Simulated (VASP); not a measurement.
# SnO (P4/nmm) in VASP: electric field gradients with PBE+D3(BJ)

Aim: the electric field gradients of SnO with PBE+D3(BJ).

Program: VASP 6.6.1. These are calculated values, not measurements. Logs are shortened: lines on timing, memory, paths and dates and some standing lists are left out, and cuts for length are marked.

### 1 The cell of the first run

It takes space group P4/nmm (No. 129, tetragonal). Conventional cell: a = 3.837 Å, b = 3.837 Å, c = 4.760 Å, α = 90.00°, β = 90.00°, γ = 90.00°. Sn (site symmetry 4mm) has 4 O at 2.24 Å within 3.0 Å. Within 3.0 Å of O (site symmetry -4m2) lie 4 Sn at 2.24 Å and 4 O at 2.71 Å.

### 2 Electric field gradients, PBE+D3(BJ)

INCAR reads:

```
PREC = Accurate ; ENCUT = 1000
EDIFF = 1E-8 ; ISMEAR = 0
SIGMA = 0.05 ; LREAL = F
LASPH = T ; NELM = 120
ALGO = Normal ; ISIF = 2
LWAVE = F ; LCHARG = F
GGA = PE ; IVDW = 12
LEFG = T ; NBANDS = 28
GGA_COMPAT = F
```

KPOINTS reads:

```
Automatic mesh
0
Gamma
  10 10 8
```

POSCAR reads:

```
SnO
1.0
    3.8366801318      0.0000000000      0.0000000000
    0.0000000000      3.8366801318      0.0000000000
    0.0000000000      0.0000000000      4.7603642279
Sn O
2 2
Direct
    0.5000000000      0.0000000000      0.2434009502
    0.0000000000      0.5000000000      0.7565990498
    0.0000000000      0.0000000000      0.0000000000
    0.5000000000      0.5000000000      0.0000000000
```

Potentials or basis: VASP PAW PBE potentials, release 64 (Sn_d, O_h).

The run is started by

```bash
> cat potpaw_PBE.64/Sn_d/POTCAR potpaw_PBE.64/O_h/POTCAR > POTCAR
> mpirun -np 1 vasp_std > vasp.out
```

OUTCAR:

```text
PREC = Accurate
   ENCUT = 1000
   EDIFF = 1E-8
   ISMEAR = 0
   LREAL = F
   LASPH = T
   NELM = 120
   ISIF = 2
   GGA = PE
   IVDW = 12
 IVDW          = 12

 ion  position               nearest neighbor table
   1  0.500  0.000  0.243-   3 2.24   4 2.24   4 2.24   3 2.24   2 3.57   2 3.57   2 3.57   2 3.57
                             2 3.65   2 3.65   2 3.65   2 3.65
   2  0.000  0.500  0.757-   3 2.24   4 2.24   3 2.24   4 2.24   1 3.57   1 3.57   1 3.57   1 3.57
                             1 3.65   1 3.65   1 3.65   1 3.65
   3  0.000  0.000  0.000-   1 2.24   2 2.24   2 2.24   1 2.24
   4  0.500  0.500  0.000-   1 2.24   2 2.24   1 2.24   2 2.24

  LATTYP: Found a simple tetragonal cell.
 ALAT       =     3.8366801318
 C/A-ratio  =     1.2407508743

  Lattice vectors:

 A1 = (   3.8366801318,   0.0000000000,   0.0000000000)
 A2 = (   0.0000000000,   3.8366801318,   0.0000000000)
 A3 = (   0.0000000000,   0.0000000000,   4.7603642279)

Analysis of symmetry for initial positions (statically):
=====================================================================
 Subroutine PRICEL returns:
 Original cell was already a primitive cell.

 Routine SETGRP: Setting up the symmetry group for a
 simple tetragonal supercell.

 Subroutine GETGRP returns: Found 16 space group operations
 (whereof  8 operations were pure point group operations)
 out of a pool of 16 trial point group operations.

The static configuration has the point symmetry D_2d.
 The point group associated with its full space group is D_4h.

Analysis of symmetry for dynamics (positions and initial velocities):
=====================================================================
 Subroutine PRICEL returns:
 Original cell was already a primitive cell.

 Routine SETGRP: Setting up the symmetry group for a
 simple tetragonal supercell.

 Subroutine GETGRP returns: Found 16 space group operations
 (whereof  8 operations were pure point group operations)
 out of a pool of 16 trial point group operations.

The dynamic configuration has the point symmetry D_2d.
 The point group associated with its full space group is D_4h.

 Subroutine INISYM returns: Found 16 space group operations
 (whereof  8 operations are pure point group operations),
 and found     1 'primitive' translations

----------------------------------------------------------------------------------------

                                     Primitive cell

  volume of cell :      70.0731

  direct lattice vectors                    reciprocal lattice vectors
     3.836680132  0.000000000  0.000000000     0.260642004  0.000000000  0.000000000
     0.000000000  3.836680132  0.000000000     0.000000000  0.260642004  0.000000000
     0.000000000  0.000000000  4.760364228     0.000000000  0.000000000  0.210067960

  length of vectors
     3.836680132  3.836680132  4.760364228     0.260642004  0.260642004  0.210067960

  position of ions in fractional coordinates (direct lattice)
     0.500000000  0.000000000  0.243400950
     0.000000000  0.500000000  0.756599050
     0.000000000  0.000000000  0.000000000
     0.500000000  0.500000000  0.000000000

  ion indices of the primitive-cell ions
   primitive index   ion index
                 1           1
                 2           2
                 3           3
                 4           4

----------------------------------------------------------------------------------------

 KPOINTS: Automatic mesh

Automatic generation of k-mesh.
 Grid dimensions read from file:
 generate k-points for:   10   10    8

 Generating k-lattice:

  Cartesian coordinates                     Fractional coordinates (reciprocal lattice)
     0.026064200  0.000000000  0.000000000     0.100000000  0.000000000  0.000000000
     0.000000000  0.026064200  0.000000000     0.000000000  0.100000000  0.000000000
     0.000000000  0.000000000  0.026258495     0.000000000  0.000000000  0.125000000

  Length of vectors
     0.026064200  0.026064200  0.026258495

  Shift w.r.t. Gamma in fractional coordinates (k-lattice)
     0.000000000  0.000000000  0.000000000

 Subroutine IBZKPT returns following result:
 ===========================================

 Found    105 irreducible k-points:

 Following reciprocal coordinates:
            Coordinates               Weight
  0.000000  0.000000  0.000000      1.000000
  0.100000  0.000000  0.000000      4.000000
  0.200000  0.000000  0.000000      4.000000
  0.300000  0.000000  0.000000      4.000000
  0.400000  0.000000  0.000000      4.000000
  0.500000  0.000000  0.000000      2.000000
[... 16 lines left out ...]
  0.100000  0.000000  0.125000      8.000000
  0.200000  0.000000  0.125000      8.000000
 [... further k-points ...]
   k-points           NKPTS =    105   k-points in BZ     NKDIM =    105   number of bands    NBANDS=     28
   number of dos      NEDOS =    301   number of ions     NIONS =      4
   total plane-waves  NPLWV =  80000
   dimension x,y,z NGX =    40 NGY =   40 NGZ =   50
   dimension x,y,z NGXF=    80 NGYF=   80 NGZF=  100
   ions per type =               2   2
   NGX,Y,Z   is equivalent  to a cutoff of  17.33, 17.33, 17.46 a.u.
   NGXF,Y,Z  is equivalent  to a cutoff of  34.66, 34.66, 34.92 a.u.
 SYSTEM =  unknown system
   PREC   = accura    normal or accurate (medium, high low for compatibility)
   ISTART =      0    job   : 0-new  1-cont  2-samecut
   ICHARG =      2    charge: 1-file 2-atom 10-const
   ISPIN  =      1    spin polarized calculation?
   LNONCOLLINEAR =      F non collinear calculations
   LSORBIT =      F    spin-orbit coupling
   LASPH  =      T    aspherical Exc in radial PAW
   ENCUT  = 1000.0 eV  73.50 Ry    8.57 a.u.   9.89  9.89 12.27*2*pi/ulx,y,z
   NELM   =    120;   NELMIN=  2; NELMDL= -5     # of ELM steps
   EDIFF  = 0.1E-07   stopping-criterion for ELM
   LREAL  =      F    real-space projection
   EDIFFG = 0.1E-06   stopping-criterion for IOM
   NSW    =      0    number of steps for IOM
   IBRION =     -1    ionic relax: 0-MD 1-quasi-New 2-CG
   NFREE  =      0    steps in history (QN), initial steepest desc. (CG)
   ISIF   =      2    stress and relaxation
   ISYM   =      2    0-nonsym 1-usesym 2-fastsym
   POTIM  = 0.5000    time-step for ionic-motion
   TEBEG  =    0.0;   TEEND  =   0.0 temperature during run
   PSTRESS=    0.0 pullay stress
   NELECT =      40.0000    total number of electrons
   NUPDOWN=      -1.0000    fix difference up-down
   EMIN   =  10.00;   EMAX   =-10.00  energy-range for DOS
   EFERMI =   0.00;   METHOD = LEGACY
   ISMEAR =     0;   SIGMA  =   0.05  broadening in eV -4-tet -1-fermi 0-gaus
   EFERMI_NEDOS =   21; number of points for ismear=-14 and -15
   IALGO  =     38    algorithm
   IMIX   =      4    mixing-type and parameters
     AMIX     =   0.40;   BMIX     =  1.00
     AMIX_MAG =   1.60;   BMIX_MAG =  1.00
  volume/ion in A,a.u.               =      17.52       118.22
  Fermi-wavevector in a.u.,A,eV,Ry     =   1.358035  2.566314 25.092677  1.844260
  Thomas-Fermi vector in A             =   2.484903
   LORBIT       =      0    0 simple, 1 ext, 2 COOP (PROOUT), +10 PAW based schemes
   GGA     = PE    functional components
   LHFCALC =     F    Hartree Fock is set to
   AEXX    =    0.0000 exact exchange contribution
   IVDW    =    12    specifies the selected vdW correction
   LEPSILON=     F    determine dielectric tensor
   LRPA    =     F    only Hartree local field effects (RPA)
 non-spin polarized calculation
 Gauss-broadening in eV      SIGMA  =   0.05
  energy-cutoff  :     1000.00
  volume of cell :       70.07
 maximum number of plane-waves:      5054
 NGX is ok and might be reduce to    40
   NGX = 19   NGY = 19   NGZ = 25

 number of electron      39.9999991 magnetization

 Free energy of the ion-electron system (eV)
  ---------------------------------------------------
  ext. energy  EPLUGINS =         0.00000000
  ---------------------------------------------------
  free energy    TOTEN  =       -22.70437115 eV

  energy without entropy =      -22.70411767  energy(sigma->0) =      -22.70424441

 E-fermi :   7.3401     XC(G=0): -10.2789

 val. band max:        7.3154388754   @ k =   0.5000   0.5000   0.0000
 cond. band min:       7.5648813277   @ k =   0.5000   0.5000   0.1250
 fundamental gap:      0.2494424523
 Fermi energy:         7.3400822522

 k-point     1 :       0.0000    0.0000    0.0000
  band No.  band energies     occupation
      1     -14.6135      2.00000
      2     -14.2212      2.00000
      3     -14.2212      2.00000
      4     -14.2120      2.00000
      5     -14.1817      2.00000
      6     -14.1732      2.00000
[... 20 lines left out ...]
     27      13.9897      0.00000
     28      14.3993      0.00000

 k-point     2 :       0.1000    0.0000    0.0000
  band No.  band energies     occupation
      1     -14.6078      2.00000
      2     -14.2194      2.00000
      3     -14.2185      2.00000
      4     -14.2107      2.00000
      5     -14.1821      2.00000
      6     -14.1697      2.00000
[... 20 lines left out ...]
     27      14.1317      0.00000
     28      15.1729      0.00000

 k-point     3 :       0.2000    0.0000    0.0000
  band No.  band energies     occupation
      1     -14.5915      2.00000
      2     -14.2434      2.00000
      3     -14.2138      2.00000
      4     -14.2108      2.00000
      5     -14.1828      2.00000
      6     -14.1827      2.00000
[... 20 lines left out ...]
     27      14.3084      0.00000
     28      16.7312      0.00000

 k-point     4 :       0.3000    0.0000    0.0000
  band No.  band energies     occupation
      1     -14.5658      2.00000
      2     -14.3298      2.00000
      3     -14.2048      2.00000
      4     -14.1999      2.00000
      5     -14.1832      2.00000
      6     -14.1795      2.00000
[... 578 lines left out ...]
     27      13.9904      0.00000
     28      14.5256      0.00000

 k-point    23 :       0.1000    0.0000    0.1250
  band No.  band energies     occupation
      1     -14.6052      2.00000
      2     -14.2193      2.00000
      3     -14.2159      2.00000
      4     -14.2106      2.00000
      5     -14.1792      2.00000
      6     -14.1680      2.00000
[... 20 lines left out ...]
     27      14.1930      0.00000
     28      15.2483      0.00000

 k-point    24 :       0.2000    0.0000    0.1250
  band No.  band energies     occupation
      1     -14.5897      2.00000
      2     -14.2518      2.00000
      3     -14.2121      2.00000
      4     -14.2065      2.00000
      5     -14.1844      2.00000
      6     -14.1780      2.00000
[... 20 lines left out ...]
     27      14.4799      0.00000
     28      16.7221      0.00000

 [... further k-points ...]

------------------------ aborting loop because EDIFF is reached ----------------------------------------

 Edisp (eV)   -0.93929

 E8    (eV) :    -0.4076

  FORCE on cell =-STRESS in cart. coord.  units (eV):
  Direction    XX          YY          ZZ          XY          YZ          ZX
  --------------------------------------------------------------------------------------
  -------------------------------------------------------------------------------------
  Total       0.12830     0.12830     0.13934     0.00000     0.00000     0.00000
  in kB       2.93359     2.93359     3.18601     0.00000     0.00000     0.00000
  external pressure =        3.02 kB  Pullay stress =        0.00 kB

 VOLUME and BASIS-vectors are now :
 -----------------------------------------------------------------------------
  energy-cutoff  :     1000.00
  volume of cell :       70.07
      direct lattice vectors                 reciprocal lattice vectors
     3.836680132  0.000000000  0.000000000     0.260642004  0.000000000  0.000000000
     0.000000000  3.836680132  0.000000000     0.000000000  0.260642004  0.000000000
     0.000000000  0.000000000  4.760364228     0.000000000  0.000000000  0.210067960

 POSITION                                       TOTAL-FORCE (eV/Angst)
 -----------------------------------------------------------------------------------
      1.91834      0.00000      1.15868        -0.000000     -0.000000      0.072146
      0.00000      1.91834      3.60169         0.000000     -0.000000     -0.072146
      0.00000      0.00000      0.00000         0.000000     -0.000000      0.000000
      1.91834      1.91834      0.00000         0.000000      0.000000      0.000000
 -----------------------------------------------------------------------------------
    total drift:                               -0.000000      0.000000      0.000000

  FREE ENERGIE OF THE ION-ELECTRON SYSTEM (eV)
  ---------------------------------------------------
  free  energy   TOTEN  =       -23.6436640394 eV

  energy  without entropy=      -23.6434105645  energy(sigma->0) =      -23.64353730

 Electric field gradients (V/A^2)
---------------------------------------------------------------------
 ion       V_xx      V_yy      V_zz      V_xy      V_xz      V_yz
---------------------------------------------------------------------
   1      79.921    79.921  -159.842    -0.000    -0.000     0.000
   2      79.921    79.921  -159.842    -0.000    -0.000     0.000
   3      -0.334    -0.334     0.668    -0.000    -0.000     0.000
   4      -0.334    -0.334     0.668     0.000     0.000     0.000
---------------------------------------------------------------------

 Electric field gradients after diagonalization (V/A^2)
 (convention: |V_zz| > |V_xx| > |V_yy|)
----------------------------------------------------------------------
 ion       V_xx      V_yy      V_zz     asymmetry (V_yy - V_xx)/ V_zz
----------------------------------------------------------------------
   1      79.921    79.921  -159.842       0.000
   2      79.921    79.921  -159.842       0.000
   3      -0.334    -0.334     0.668       0.000
   4      -0.334    -0.334     0.668       0.000
----------------------------------------------------------------------

           NMR quadrupolar parameters

 Cq : quadrupolar parameter    Cq=e*Q*V_zz/h
 eta: asymmetry parameters     (V_yy - V_xx)/ V_zz
 Q  : nuclear electric quadrupole moment in mb (millibarn)
----------------------------------------------------------------------
 ion       Cq(MHz)       eta       Q (mb)
----------------------------------------------------------------------
   1      -0.386       0.000       1.000
   2      -0.386       0.000       1.000
   3       0.002       0.000       1.000
   4       0.002       0.000       1.000
----------------------------------------------------------------------
```

Wall time 5 min (1 thread of AMD EPYC 9R45 (Zen 5), shared host); peak memory 0.56 GiB.

What came out:

```yaml
Free_energy: -23.6437 eV
Pressure: 0.3 GPa
Largest_force: 0.072 eV/Å
Band_gap_on_the_k_mesh: zero (filled and empty bands touch)
Largest_electric_field_gradient_by_atom: Sn -159.8; O +0.7 V/Å²
Dispersion_energy_per_atom: -0.235 eV
```

Forces on the atoms (eV/Å):
```
Sn   0.000  0.000  0.072
Sn   0.000  0.000 -0.072
O    0.000  0.000  0.000
O    0.000  0.000  0.000
```

Electric field gradients, principal values (V/Å²):
| atom | least | middle | greatest (by size) |
| --- | --- | --- | --- |
| 1 Sn | 79.921 | 79.921 | -159.842 |
| 2 Sn | 79.921 | 79.921 | -159.842 |
| 3 O | -0.334 | -0.334 | 0.668 |
| 4 O | -0.334 | -0.334 | 0.668 |

Caveat: semilocal functionals underestimate gaps, and a narrow one can read as zero; without QUAD_EFG the Cq values of the log hold for a quadrupole moment of 1 mb, not for the nuclei; spin-orbit coupling is left out, which moves the levels of the heavy elements.

The gap in the log of VASP goes by the Fermi energy; the results here count the filled bands.